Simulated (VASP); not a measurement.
# Fe2O3 (Hematite) (R-3c) in VASP: single point with PBE+U

Aim: the single point of Fe2O3 (Hematite) with PBE+U.

Everything below comes from runs of VASP 6.6.1. Logs are shortened: lines on timing, memory, paths and dates and some standing lists are left out, and cuts for length are marked.

## 1. The cell of the first run

It takes space group R-3c (No. 167, trigonal). The conventional cell has a = 5.170 Å, b = 5.170 Å, c = 13.940 Å, α = 90.00°, β = 90.00°, γ = 120.00°. Fe (site symmetry 3) has 6 O at 2.00 to 2.15 Å within 2.6 Å. Within 2.6 Å of O (site symmetry 2) lie 4 Fe at 2.00 to 2.15 Å.

## 2. Single point, PBE+U, collinear spin, antiferromagnetic start

The input, INCAR:

```
SYSTEM = Fe2O3
  ALGO = Normal
  EDIFF = 1E-6
  ENCUT = 520
  GGA = PE
  ISIF = 2
  ISMEAR = 0
  ISPIN = 2
  LASPH = .True.
  LCHARG = .True.
  LDAU = .True.
  LDAUJ = 0 0
  LDAUL = 2 -1
  LDAUPRINT = 1
  LDAUTYPE = 2
  LDAUU = 4 0
  LELF = .True.
  LMAXMIX = 4
  LORBIT = 11
  LREAL = .False.
  LVHAR = .True.
  LWAVE = .False.
  MAGMOM = 5 -5 -5 5 0 0 0 0 0 0
  NBANDS = 49
  NELM = 150
  PREC = Accurate
  SIGMA = 0.05
```

The input, KPOINTS:

```
k-points
0
Gamma
  3 3 3
  0 0 0
```

The input, POSCAR:

```
Fe2O3
1.0
    2.5847951742      1.4923321896      4.6467741412
   -2.5847951742      1.4923321896      4.6467741412
    0.0000000000     -2.9846643792      4.6467741412
Fe O
4 6
Direct
    0.3549336524      0.3549336524      0.3549336524
    0.1450663476      0.1450663476      0.1450663476
    0.6450663476      0.6450663476      0.6450663476
    0.8549336524      0.8549336524      0.8549336524
    0.5536335344      0.9463664656      0.2500000000
    0.2500000000      0.5536335344      0.9463664656
    0.9463664656      0.2500000000      0.5536335344
    0.4463664656      0.0536335344      0.7500000000
    0.7500000000      0.4463664656      0.0536335344
    0.0536335344      0.7500000000      0.4463664656
```

Potentials or basis: VASP PAW PBE potentials, release 64 (Fe, O).

Run with:

```bash
$ cat potpaw_PBE.64/Fe/POTCAR potpaw_PBE.64/O/POTCAR > POTCAR
$ mpirun -np 1 vasp_std > vasp.out
```

OUTCAR:

```text
SYSTEM = Fe2O3
   EDIFF = 1E-6
   ENCUT = 520
   GGA = PE
   ISIF = 2
   ISMEAR = 0
   ISPIN = 2
   LASPH = .True.
   LORBIT = 11
   LREAL = .False.
   NELM = 150
   PREC = Accurate

 ion  position               nearest neighbor table
   1  0.355  0.355  0.355-   9 2.00   8 2.00  10 2.00   7 2.15   6 2.15   5 2.15   2 2.93   3 3.04
                             3 3.04   3 3.04
   2  0.145  0.145  0.145-  10 2.00   8 2.00   9 2.00   6 2.15   7 2.15   5 2.15   1 2.93   4 3.04
                             4 3.04   4 3.04
   3  0.645  0.645  0.645-   6 2.00   5 2.00   7 2.00  10 2.15   9 2.15   8 2.15   4 2.93   1 3.04
                             1 3.04   1 3.04
   4  0.855  0.855  0.855-   7 2.00   5 2.00   6 2.00   9 2.15  10 2.15   8 2.15   3 2.93   2 3.04
                             2 3.04   2 3.04
   5  0.554  0.946  0.250-   3 2.00   4 2.00   1 2.15   2 2.15
   6  0.250  0.554  0.946-   3 2.00   4 2.00   2 2.15   1 2.15
   7  0.946  0.250  0.554-   4 2.00   3 2.00   1 2.15   2 2.15
   8  0.446  0.054  0.750-   1 2.00   2 2.00   3 2.15   4 2.15
   9  0.750  0.446  0.054-   1 2.00   2 2.00   4 2.15   3 2.15
  10  0.054  0.750  0.446-   2 2.00   1 2.00   3 2.15   4 2.15

  LATTYP: Found a trigonal (rhomboedric) cell.
 ALAT       =     5.5227467239
 COS(alpha) =     0.5619012534

  Lattice vectors:

 A1 = (   2.5847951742,   1.4923321896,   4.6467741412)
 A2 = (  -2.5847951742,   1.4923321896,   4.6467741412)
 A3 = (   0.0000000000,  -2.9846643792,   4.6467741412)

Analysis of symmetry for initial positions (statically):
=====================================================================
 Subroutine PRICEL returns:
 Original cell was already a primitive cell.

 Routine SETGRP: Setting up the symmetry group for a
 trigonal (rhombohedral) supercell.

 Subroutine GETGRP returns: Found 12 space group operations
 (whereof  6 operations were pure point group operations)
 out of a pool of 12 trial point group operations.

The static configuration has the point symmetry S_6 .
 The point group associated with its full space group is D_3d.

Analysis of symmetry for dynamics (positions and initial velocities):
=====================================================================
 Subroutine PRICEL returns:
 Original cell was already a primitive cell.

 Routine SETGRP: Setting up the symmetry group for a
 trigonal (rhombohedral) supercell.

 Subroutine GETGRP returns: Found 12 space group operations
 (whereof  6 operations were pure point group operations)
 out of a pool of 12 trial point group operations.

The dynamic configuration has the point symmetry S_6 .
 The point group associated with its full space group is D_3d.

Analysis of structural, dynamic, and magnetic symmetry:
=====================================================================
 Subroutine PRICEL returns:
 Original cell was already a primitive cell.

 Routine SETGRP: Setting up the symmetry group for a
 trigonal (rhombohedral) supercell.

 Subroutine GETGRP returns: Found 12 space group operations
 (whereof  6 operations were pure point group operations)
 out of a pool of 12 trial point group operations.

The overall configuration has the point symmetry S_6 .
 The point group associated with its full space group is D_3d.

 Subroutine INISYM returns: Found 12 space group operations
 (whereof  6 operations are pure point group operations),
 and found     1 'primitive' translations

----------------------------------------------------------------------------------------

                                     Primitive cell

  volume of cell :     107.5460

  direct lattice vectors                    reciprocal lattice vectors
     2.584795174  1.492332190  4.646774141     0.193438925  0.111682015  0.071734352
    -2.584795174  1.492332190  4.646774141    -0.193438925  0.111682015  0.071734352
     0.000000000 -2.984664379  4.646774141     0.000000000 -0.223364031  0.071734352

[... 111 lines left out ...]
   AEXX    =    0.0000 exact exchange contribution
   IVDW    =     0    specifies the selected vdW correction
   LEPSILON=     F    determine dielectric tensor
   LRPA    =     F    only Hartree local field effects (RPA)
 spin polarized calculation
 Gauss-broadening in eV      SIGMA  =   0.05
  energy-cutoff  :      520.00
  volume of cell :      107.55
 maximum number of plane-waves:      2909
 NGX is ok and might be reduce to    42
   NGX = 21   NGY = 21   NGZ = 21

 number of electron      67.9999990 magnetization       0.0000000

atom =   1  type =  1  l = 2

 onsite density matrix

spin component  1
[... 116 lines left out ...]
  o =  0.0804  v =  0.0000  0.0000  0.0000  0.0000  0.0000 -0.7518 -0.6090 -0.0000  0.0003 -0.2528      0.0000  0.0000  0.0000  0.0000  0.0000  0.0000  0.0000  0.0000  0.0000  0.0000
  o =  0.0804  v =  0.0000  0.0000  0.0000  0.0000  0.0000 -0.2528 -0.0003  0.0000 -0.6090  0.7518      0.0000  0.0000  0.0000  0.0000  0.0000  0.0000  0.0000  0.0000  0.0000  0.0000
  o =  0.0813  v =  0.0000  0.0000  0.0000  0.0000  0.0000 -0.0000  0.0000 -1.0000 -0.0000  0.0000      0.0000  0.0000  0.0000  0.0000  0.0000  0.0000  0.0000  0.0000  0.0000  0.0000
  o =  0.2761  v =  0.0000  0.0000  0.0000  0.0000  0.0000 -0.5773  0.7932  0.0000 -0.0000 -0.1939      0.0000  0.0000  0.0000  0.0000  0.0000  0.0000  0.0000  0.0000  0.0000  0.0000
  o =  0.2761  v =  0.0000  0.0000  0.0000  0.0000  0.0000  0.1939 -0.0000  0.0000 -0.7932 -0.5773      0.0000  0.0000  0.0000  0.0000  0.0000  0.0000  0.0000  0.0000  0.0000  0.0000
  o =  0.9760  v = -0.7725 -0.6316 -0.0000 -0.0000 -0.0667  0.0000  0.0000  0.0000  0.0000  0.0000      0.0000  0.0000  0.0000  0.0000  0.0000  0.0000  0.0000  0.0000  0.0000  0.0000
  o =  0.9760  v = -0.0667  0.0000  0.0000 -0.6316  0.7725  0.0000  0.0000  0.0000  0.0000  0.0000      0.0000  0.0000  0.0000  0.0000  0.0000  0.0000  0.0000  0.0000  0.0000  0.0000
  o =  0.9786  v = -0.0000 -0.0000  1.0000  0.0000 -0.0000  0.0000  0.0000  0.0000  0.0000  0.0000      0.0000  0.0000  0.0000  0.0000  0.0000  0.0000  0.0000  0.0000  0.0000  0.0000
  o =  1.0320  v = -0.6292  0.7753  0.0000 -0.0000 -0.0543  0.0000  0.0000  0.0000  0.0000  0.0000      0.0000  0.0000  0.0000  0.0000  0.0000  0.0000  0.0000  0.0000  0.0000  0.0000
  o =  1.0320  v =  0.0543 -0.0000  0.0000 -0.7753 -0.6292  0.0000  0.0000  0.0000  0.0000  0.0000      0.0000  0.0000  0.0000  0.0000  0.0000  0.0000  0.0000  0.0000  0.0000  0.0000

 number of electron      67.9999990 magnetization      -0.0000000

 Free energy of the ion-electron system (eV)
  ---------------------------------------------------
  ext. energy  EPLUGINS =         0.00000000
  ---------------------------------------------------
  free energy    TOTEN  =       -67.98230197 eV

  energy without entropy =      -67.98230197  energy(sigma->0) =      -67.98230197

 E-fermi :   3.2396     XC(G=0): -11.2497

 val. band max:        3.0053506765   @ k =   0.0000   0.0000   0.0000
 cond. band min:       4.7962739902   @ k =  -0.3333   0.3333   0.0000
 fundamental gap:      1.7909233137
 Fermi energy:         3.2395507102

 spin component 1

 k-point     1 :       0.0000    0.0000    0.0000
  band No.  band energies     occupation
      1     -15.2493      1.00000
      2     -13.8644      1.00000
      3     -13.8644      1.00000
      4     -13.8355      1.00000
      5     -13.7328      1.00000
      6     -13.7328      1.00000
[... 283 lines left out ...]
     45      10.8929      0.00000
     46      11.4752      0.00000
 Fermi energy:         3.2395507102

 spin component 2

 k-point     1 :       0.0000    0.0000    0.0000
  band No.  band energies     occupation
      1     -15.2493      1.00000
      2     -13.8644      1.00000
      3     -13.8644      1.00000
      4     -13.8355      1.00000
      5     -13.7328      1.00000
      6     -13.7328      1.00000
[... 283 lines left out ...]
     45      10.8929      0.00000
     46      11.4752      0.00000
 [bands above 46 left out]

------------------------ aborting loop because EDIFF is reached ----------------------------------------

  FORCE on cell =-STRESS in cart. coord.  units (eV):
  Direction    XX          YY          ZZ          XY          YZ          ZX
  --------------------------------------------------------------------------------------
  -------------------------------------------------------------------------------------
  Total       -4.8151971     -4.8151971     -3.1397316      0.0000000     -0.0000000      0.0000000
  in kB      -71.7348500    -71.7348500    -46.7744452      0.0000000     -0.0000000      0.0000000
  external PRESSURE =     -63.4147150 kB  Pullay stress =       0.0000000 kB

 VOLUME and BASIS-vectors are now :
 -----------------------------------------------------------------------------
  energy-cutoff  :      520.00
  volume of cell :      107.55
      direct lattice vectors                 reciprocal lattice vectors
     2.584795174  1.492332190  4.646774141     0.193438925  0.111682015  0.071734352
    -2.584795174  1.492332190  4.646774141    -0.193438925  0.111682015  0.071734352
     0.000000000 -2.984664379  4.646774141     0.000000000 -0.223364031  0.071734352

 POSITION                                       TOTAL-FORCE (eV/Angst)
 -----------------------------------------------------------------------------------
      0.00000      0.00000      4.94789         0.000000      0.000000      0.187177
      0.00000      0.00000      2.02227         0.000000     -0.000000     -0.187177
      0.00000      0.00000      8.99243         0.000000      0.000000     -0.187177
      0.00000      0.00000     11.91805         0.000000      0.000000      0.187177
     -1.01513      1.49233      8.13185         0.223658     -0.000000     -0.000000
     -0.78483     -1.62530      8.13185        -0.111829      0.193693     -0.000000
      1.79996      0.13297      8.13185        -0.111829     -0.193693     -0.000000
      1.01513     -1.49233      5.80847        -0.223658      0.000000      0.000000
      0.78483      1.62530      5.80847         0.111829     -0.193693     -0.000000
     -1.79996     -0.13297      5.80847         0.111829      0.193693     -0.000000
 -----------------------------------------------------------------------------------
    total drift:                                0.000000      0.000000     -0.000000

  FREE ENERGIE OF THE ION-ELECTRON SYSTEM (eV)
  ---------------------------------------------------
  free  energy   TOTEN  =       -67.9823019721 eV

  energy  without entropy=      -67.9823019721  energy(sigma->0) =      -67.98230197

 total charge

# of ion       s       p       d       tot
------------------------------------------
    1        0.359   0.490   5.766   6.614
    2        0.359   0.490   5.766   6.614
    3        0.359   0.490   5.766   6.614
    4        0.359   0.490   5.766   6.614
    5        1.561   3.446   0.000   5.007
    6        1.561   3.446   0.000   5.007
    7        1.561   3.446   0.000   5.007
    8        1.561   3.446   0.000   5.007
    9        1.561   3.446   0.000   5.007
   10        1.561   3.446   0.000   5.007
--------------------------------------------------
tot         10.803  22.633  23.065  56.501

 magnetization (x)

# of ion       s       p       d       tot
------------------------------------------
    1        0.019   0.029   4.195   4.243
    2       -0.019  -0.029  -4.195  -4.243
    3       -0.019  -0.029  -4.195  -4.243
    4        0.019   0.029   4.195   4.243
    5        0.000   0.000   0.000   0.000
    6        0.000   0.000   0.000   0.000
    7        0.000   0.000   0.000   0.000
    8        0.000   0.000   0.000   0.000
    9        0.000   0.000   0.000   0.000
   10        0.000   0.000   0.000   0.000
--------------------------------------------------
tot          0.000   0.000   0.000   0.000
```

Run time: 2.6 min. Hardware: 1 thread of AMD EPYC 7R43 (Zen 3), shared host; peak memory 0.29 GiB.

What came out:

* Free energy: -67.9823 eV
* Pressure: -6.3 GPa
* Largest force: 0.224 eV/Å
* Band gap on the k mesh: 1.79 eV, indirect (least direct gap 1.93 eV)
* Net moment: 0.00 μB per cell
* Site moments: Fe +4.24, -4.24; O +0.00 μB
* Valence electrons inside the program's atomic spheres: Fe 6.61; O 5.01

Forces in eV/Å, atoms in the order of the input:
```
Fe   0.000  0.000  0.187
Fe   0.000  0.000 -0.187
Fe   0.000  0.000 -0.187
Fe   0.000  0.000  0.187
O    0.224  0.000  0.000
O   -0.112  0.194  0.000
O   -0.112 -0.194  0.000
O   -0.224  0.000  0.000
O    0.112 -0.194  0.000
O    0.112  0.194  0.000
```

Stress tensor (GPa, compression positive):
```
-7.17  0.00  0.00
 0.00 -7.17  0.00
 0.00  0.00 -4.68
```

Eigenvalues of the final occupation matrices:
```csv
site,spin,trace,eigenvalues
site 1 d,1,4.99,0.98 0.98 0.98 1.03 1.03
site 1 d,2,0.79,0.08 0.08 0.08 0.28 0.28
site 2 d,1,0.79,0.08 0.08 0.08 0.28 0.28
site 2 d,2,4.99,0.98 0.98 0.98 1.03 1.03
site 3 d,1,0.79,0.08 0.08 0.08 0.28 0.28
site 3 d,2,4.99,0.98 0.98 0.98 1.03 1.03
site 4 d,1,4.99,0.98 0.98 0.98 1.03 1.03
site 4 d,2,0.79,0.08 0.08 0.08 0.28 0.28
```

Caveat: the k points lie up to 0.49 Å⁻¹ apart.
